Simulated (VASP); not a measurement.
Wanted: the native input for a VASP 6.6.1 run.

| Quantity | Value |
| --- | --- |
| Task | single point |
| Functional | PBE |
| Potentials or basis | VASP PAW PBE potentials, release 64 (W_sv, C) |
| Cutoff | 600 eV |
| k mesh | 5 × 5 × 3 |
| Occupations | gaussian, width 0.2 eV |
| Spin | no spin polarisation |
| Dipole correction | no |
| Further INCAR settings | ALGO = Normal; EDIFF = 1e-06; NBANDS = 23 |

The structure of WC4 lies in POSCAR:

```
WC4
1.0
    3.3610701350      0.0000000026      0.0000000000
   -1.6805350698      2.9107721195      0.0000000000
    0.0000000000      0.0000000000      6.6003363988
W C
1 4
Direct
    0.6666666667      0.3333333333      0.3686415925
    0.3115048122      0.1557640133      0.0739728107
    0.8442359867      0.1557407989      0.0739728107
    0.8442592011      0.6884951878      0.0739728107
    0.3333333333      0.6666666667      0.4314572253
```

One way to write it, as run:

INCAR

```
SYSTEM = WC4
PREC     = Accurate       ! precision mode
ENCUT    = 600            ! plane-wave cutoff, eV
EDIFF    = 1E-6           ! SCF threshold, eV
ISMEAR   = 0              ! smearing method
SIGMA    = 0.2            ! smearing width, eV
LREAL    = .False.        ! projectors in reciprocal space
LASPH    = .True.         ! aspherical terms in the spheres
NELM     = 120            ! most SCF steps
ALGO     = Normal         ! electronic algorithm
ISIF     = 2              ! what is computed and relaxed
LWAVE    = .False.        ! write WAVECAR
LCHARG   = .False.        ! write CHGCAR
GGA      = PE             ! functional
NBANDS   = 23             ! bands
GGA_COMPAT= .False.
```

KPOINTS

```
regular mesh
0
Gamma
  5 5 3
  0 0 0
```

Potentials or basis: VASP PAW PBE potentials, release 64 (W_sv, C).

Command:

```console
$ cat potpaw_PBE.64/W_sv/POTCAR potpaw_PBE.64/C/POTCAR > POTCAR
$ mpirun -np 1 vasp_std > vasp.out
```

Results of the run:

```yaml
Pressure: 0.2 GPa
Largest_force: 0.034 eV/Å
Band_gap_on_the_k_mesh: 0.54 eV, indirect (least direct gap 0.68 eV)
```

Caveat: the k points lie up to 0.43 Å⁻¹ apart; spin-orbit coupling is left out, which moves the levels of the heavy elements.

Wall time 16 s on 1 thread of Intel(R) Xeon(R) Platinum 8559C (Emerald Rapids), with other jobs on the host, peak memory 0.19 GiB.
